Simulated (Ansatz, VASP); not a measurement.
**SiC in VASP and in Ansatz**

```
Si C
1.0
     0.03485    2.18061    2.18061
     2.18061    0.03485    2.18061
     2.18061    2.18061    0.03485
Si C
1 1
Direct
  0.00085 0.00085 0.00085
  0.24915 0.24915 0.24915
```

Change from the starting cell: strained cell.

Alike in both runs: functional PBEsol; k mesh 9 × 9 × 9; occupations gaussian, width 0.02 eV; no spin polarisation.

Ansatz relaxed the structure, and its values are those at the end. VASP's run is a single point on that final structure, the one shown.

```csv
,VASP,Ansatz
version,VASP 6.6.1,Ansatz 0.2.0
potentials or method,"VASP PAW PBE potentials, release 64 (Si, C), cutoff 600 eV","scalar-relativistic, plane waves, PAW"
valence electrons in the cell,8,8
```

```tsv
	VASP	Ansatz	Ansatz less VASP
gap on the k mesh at the Fermi level (eV)	1.26	1.27	+0.010
least direct gap on the mesh (eV)	4.39	4.40	+0.010
pressure (GPa)	5.2	5.0	-0.24
```

VASP's potentials were made for PBE, not for PBEsol. The functional is the same, so the differences come from potentials, cutoffs and numerics. Ansatz's warnings: stress scf threshold loose.
